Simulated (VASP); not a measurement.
Write the native input for VASP 6.6.1 that does the following.

| Property | Result |
| --- | --- |
| Task | single point |
| Functional | PBE |
| Potentials or basis | VASP PAW PBE potentials, release 64 (Bi_d) |
| Cutoff | 520 eV |
| k mesh | 9 × 9 × 1 |
| Occupations | gaussian, width 0.02 eV |
| Spin | no spin polarisation |
| Dipole correction | yes |
| Further INCAR settings | ALGO = Normal; EDIFF = 1e-06; NBANDS = 22 |

The structure of Bi lies in POSCAR:

```
Bi
1.0
    4.4890000000      0.0000000000      0.0000000000
   -2.2445000000      3.8875880376      0.0000000000
    0.0000000000      0.0000000000     28.0000000000
Bi
2
Direct
    0.3333333333      0.6666666667      0.5396071429
    0.6666666667      0.3333333333      0.4603928571
```

One way to write it, as run:

INCAR

```
SYSTEM = Bi
PREC = Accurate
ENCUT = 520
EDIFF = 1E-6
ISMEAR = 0
SIGMA = 0.02
LREAL = .FALSE.
LASPH = .TRUE.
NELM = 60
ALGO = Normal
ISIF = 2
LWAVE = .FALSE.
LCHARG = .FALSE.
LDIPOL = .TRUE.
IDIPOL = 3
DIPOL = 0.5 0.5 0.500
GGA = PE
NBANDS = 22
```

KPOINTS

```
Automatic mesh
0
G
  9 9 1
  0 0 0
```

Potentials or basis: VASP PAW PBE potentials, release 64 (Bi_d).

Run with:

```bash
$ cat potpaw_PBE.64/Bi_d/POTCAR > POTCAR
$ mpirun -np 1 vasp_std > vasp.out
```

Results of the run:

```json
{
 "Largest force": "2.533 eV/Å"
}
```

Run time: 3.5 min on 1 thread of Intel(R) Xeon(R) Platinum 8488C (Sapphire Rapids) (shared host), peak memory 0.58 GiB.
